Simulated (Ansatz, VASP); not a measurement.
One calculation of Zn, two programs

INCAR

```
  PREC = Accurate
  ENCUT = 600
  EDIFF = 1E-7
  ISMEAR = -1
  SIGMA = 0.05
  LREAL = F
  LASPH = T
  NELM = 80
  ALGO = Normal
  ISIF = 3
  LWAVE = F
  LCHARG = F
  GGA = B5
  ALDAX = 1.0
  AGGAX = 1.0
  AGGAC = 1.0
  ALDAC = 0.0
  IVDW = 12
  VDW_S6 = 1.0
  VDW_S8 = 2.6996
  VDW_A1 = 0.4298
  VDW_A2 = 4.2359
  IBRION = 2
  NSW = 60
  EDIFFG = -0.01
```

Contents of KPOINTS:

```
Automatic mesh
0
Gamma
  12 12 12
```

The input POSCAR:

```
Zn
1.0
    0.0000000000      1.9647760000      1.9647760000
    1.9647760000      0.0000000000      1.9647760000
    1.9647760000      1.9647760000      0.0000000000
Zn
1
Direct
    0.0000000000      0.0000000000      0.0000000000
```

input.yaml

```yaml
crystal:
  lattice:
    - [0.0, 1.964776, 1.964776]
    - [1.964776, 0.0, 1.964776]
    - [1.964776, 1.964776, 0.0]
  atoms:
    - { symbol: Zn, position: [0.0, 0.0, 0.0] }
hamiltonian:
  xc: blyp
  pseudopotentials: { kind: paw }
  dispersion: d3bj
kpoints:
  mp_grid: { grid: [12, 12, 12] }
scf:
  occupations: { method: fermi_dirac, width: 0.05 }
output:
  forces: true
  stress: true
  eigenvalues: true
  write_density: true
  write_potential: true
  elf: true
  volumetric_format: npy
relax:
  f_tol: 0.01
  max_steps: 40
  cell: { stress_tol: 0.05 }
```

Alike in both runs: task relaxation of cell and atoms; functional BLYP; dispersion D3(BJ); k mesh 12 × 12 × 12; occupations fermi-dirac, width 0.05 eV; no spin polarisation.

|  | VASP | Ansatz |
| --- | --- | --- |
| version | VASP 6.6.1 | Ansatz 0.2.0 |
| potentials or method | VASP PAW PBE potentials, release 64 (Zn) | Ansatz PAW |
| plane-wave cutoff (eV) | 600 | 420 |
| valence electrons in the cell | 12 | 12 |

```tsv
	VASP	Ansatz	Ansatz less VASP
gap on the k mesh at the Fermi level, each at its own relaxed structure (eV)	none	none	-
relaxed volume (Å³/atom)	14.36	14.31	-0.057
relaxed cell length with the largest relative difference (Å)	2.728	2.725	-0.0036
```

VASP's potentials were made for PBE, not for BLYP. A gap of «none» marks a metal or a gap that the smearing closes.

Noted on Ansatz's run: the plane-wave basis is chosen anew once the cell has moved, so the energies of steps on either side of that aren't comparable.
